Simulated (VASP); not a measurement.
# Rb2Sn (P6/mmm) in VASP: further runs, part 2 of 2

VASP 6.6.1. The steps go on from the part before.

**3. Single point, PBE**

This run uses another cell than the first one, of 42.97 Å³/atom.

Input file INCAR:

```
SYSTEM = Rb2Sn
PREC     = Accurate       ! precision mode
ENCUT    = 520            ! plane-wave cutoff, eV
EDIFF    = 1E-6           ! SCF threshold, eV
ISMEAR   = 0              ! smearing method
SIGMA    = 0.1            ! smearing width, eV
LREAL    = .False.        ! projectors in reciprocal space
LASPH    = .True.         ! aspherical terms in the spheres
NELM     = 100            ! most SCF steps
ALGO     = Fast           ! electronic algorithm
ISIF     = 2              ! what is computed and relaxed
LWAVE    = .False.        ! write WAVECAR
LCHARG   = .False.        ! write CHGCAR
GGA      = PE             ! functional
NBANDS   = 23             ! bands
```

Input file KPOINTS:

```
regular mesh
0
Gamma
  12 12 12
  0 0 0
```

Input file POSCAR:

```
Rb2Sn
1.0
    6.3711247456      0.0000000000      0.0000000000
   -3.1855623728      5.5175558804      0.0000000000
    0.0000000000      0.0000000000      3.6673414235
Rb Sn
2 1
Direct
    0.3333333333      0.6666666667      0.5000000000
    0.6666666667      0.3333333333      0.5000000000
    0.0000000000      0.0000000000      0.0000000000
```

Potentials or basis: VASP PAW PBE potentials, release 64 (Rb_sv, Sn_d).

Started as:

```
$ cat potpaw_PBE.64/Rb_sv/POTCAR potpaw_PBE.64/Sn_d/POTCAR > POTCAR
$ mpirun -np 1 vasp_std > vasp.out
```

OUTCAR:

```text
SYSTEM = Rb2Sn
   PREC = Accurate
   ENCUT = 520
   EDIFF = 1E-6
   ISMEAR = 0
   LREAL = .False.
   LASPH = .True.
   NELM = 100
   ISIF = 2
   GGA = PE

 ion  position               nearest neighbor table
   1  0.333  0.667  0.500-   2 3.68   2 3.68   2 3.68   3 4.11   3 4.11   3 4.11   3 4.11   3 4.11
                             3 4.11   2 5.19   2 5.19   2 5.19   2 5.19   2 5.19   2 5.19
   2  0.667  0.333  0.500-   1 3.68   1 3.68   1 3.68   3 4.11   3 4.11   3 4.11   3 4.11   3 4.11
                             3 4.11   1 5.19   1 5.19   1 5.19   1 5.19   1 5.19   1 5.19
   3  0.000  0.000  0.000-   1 4.11   2 4.11   1 4.11   2 4.11   2 4.11   2 4.11   1 4.11   1 4.11
                             2 4.11   2 4.11   1 4.11   1 4.11

  LATTYP: Found a hexagonal cell.
 ALAT       =     6.3711247456
 C/A-ratio  =     0.5756191520

  Lattice vectors:

 A1 = (   6.3711247456,   0.0000000000,   0.0000000000)
 A2 = (  -3.1855623728,   5.5175558804,   0.0000000000)
 A3 = (   0.0000000000,   0.0000000000,   3.6673414235)

Analysis of symmetry for initial positions (statically):
=====================================================================
 Subroutine PRICEL returns:
 Original cell was already a primitive cell.

 Routine SETGRP: Setting up the symmetry group for a
 hexagonal supercell.

 Subroutine GETGRP returns: Found 24 space group operations
 (whereof 24 operations were pure point group operations)
 out of a pool of 24 trial point group operations.

The static configuration has the point symmetry D_6h.

Analysis of symmetry for dynamics (positions and initial velocities):
=====================================================================
 Subroutine PRICEL returns:
 Original cell was already a primitive cell.

 Routine SETGRP: Setting up the symmetry group for a
 hexagonal supercell.

 Subroutine GETGRP returns: Found 24 space group operations
 (whereof 24 operations were pure point group operations)
 out of a pool of 24 trial point group operations.

The dynamic configuration has the point symmetry D_6h.

 Subroutine INISYM returns: Found 24 space group operations
[... 120 lines left out ...]
  volume/ion in A,a.u.               =      42.97       289.99
  Fermi-wavevector in a.u.,A,eV,Ry     =   1.028853  1.944251 14.402297  1.058539
  Thomas-Fermi vector in A             =   2.162871
   LORBIT       =      0    0 simple, 1 ext, 2 COOP (PROOUT), +10 PAW based schemes
   GGA     = PE    functional components
   LHFCALC =     F    Hartree Fock is set to
   AEXX    =    0.0000 exact exchange contribution
   IVDW    =     0    specifies the selected vdW correction
   LEPSILON=     F    determine dielectric tensor
   LRPA    =     F    only Hartree local field effects (RPA)
 non-spin polarized calculation
 RMM-DIIS sequential band-by-band and
 Gauss-broadening in eV      SIGMA  =   0.10
  energy-cutoff  :      520.00
  volume of cell :      128.92
 maximum number of plane-waves:      3492
 NGX is ok and might be reduce to    48
   NGX = 23   NGY = 23   NGZ = 13

 number of electron      31.9999998 magnetization

 Free energy of the ion-electron system (eV)
  ---------------------------------------------------
  ext. energy  EPLUGINS =         0.00000000
  ---------------------------------------------------
  free energy    TOTEN  =        -5.62432904 eV

  energy without entropy =       -5.60505912  energy(sigma->0) =       -5.61469408

 E-fermi :   2.2551     XC(G=0):  -7.8111

 val. band max:        2.2494951801   @ k =   0.1667   0.0000   0.3333
 cond. band min:       2.2606756225   @ k =   0.4167  -0.0000   0.4167
 fundamental gap:      0.0111804423
 Fermi energy:         2.2551055526

 k-point     1 :       0.0000    0.0000    0.0000
  band No.  band energies     occupation
      1     -26.1242      2.00000
      2     -26.0222      2.00000
      3     -18.4624      2.00000
      4     -18.4087      2.00000
      5     -18.4087      2.00000
      6     -18.3750      2.00000
[... 613 lines left out ...]
     22       6.5468      0.00000
     23       7.3451      0.00000

 [... further k-points ...]

------------------------ aborting loop because EDIFF is reached ----------------------------------------

  FORCE on cell =-STRESS in cart. coord.  units (eV):
  Direction    XX          YY          ZZ          XY          YZ          ZX
  --------------------------------------------------------------------------------------
  -------------------------------------------------------------------------------------
  Total        0.0073103      0.0073103      0.0123336      0.0000000      0.0000000      0.0000000
  in kB        0.0908518      0.0908518      0.1532799      0.0000000      0.0000000      0.0000000
  external PRESSURE =       0.1116611 kB  Pullay stress =       0.0000000 kB

 VOLUME and BASIS-vectors are now :
 -----------------------------------------------------------------------------
  energy-cutoff  :      520.00
  volume of cell :      128.92
      direct lattice vectors                 reciprocal lattice vectors
     6.371124746  0.000000000  0.000000000     0.156958157  0.090619834  0.000000000
    -3.185562373  5.517555880  0.000000000     0.000000000  0.181239669  0.000000000
     0.000000000  0.000000000  3.667341423     0.000000000  0.000000000  0.272677093

 POSITION                                       TOTAL-FORCE (eV/Angst)
 -----------------------------------------------------------------------------------
     -0.00000      3.67837      1.83367        -0.000000     -0.000000     -0.000000
      3.18556      1.83919      1.83367        -0.000000      0.000000      0.000000
      0.00000      0.00000      0.00000         0.000000      0.000000     -0.000000
 -----------------------------------------------------------------------------------
    total drift:                               -0.000000      0.000000     -0.000000

  FREE ENERGIE OF THE ION-ELECTRON SYSTEM (eV)
  ---------------------------------------------------
  free  energy   TOTEN  =        -5.6243290358 eV

  energy  without entropy=       -5.6050591237  energy(sigma->0) =       -5.61469408
```

stdout:

```text
POSCAR found type information on POSCAR RbSn
 POSCAR found :  2 types and       3 ions
 scaLAPACK will be used
 LDA part: xc-table for (Slater+PW92), standard interpolation
 POSCAR, INCAR and KPOINTS ok, starting setup
 FFT: planning ... GRIDC
 FFT: planning ... GRID_SOFT
 FFT: planning ... GRID
 WAVECAR not read
 entering main loop
WARNING in EDDRMM: call to ZHEGV failed, returncode =   6  3     15
WARNING in EDDRMM: call to ZHEGV failed, returncode =   6  3     14
WARNING in EDDRMM: call to ZHEGV failed, returncode =   6  3     15
```

Wall time 12 min (1 thread of Intel Xeon 8259CL, shared host); peak memory 0.5 GiB.

Results:

```yaml
Free_energy: -5.6243 eV
Pressure: 0.0 GPa
Band_gap_on_the_k_mesh: zero (bands 16 and 17 overlap by 0.93 eV)
```

Caveat: spin-orbit coupling is left out, which moves the levels of the heavy elements.
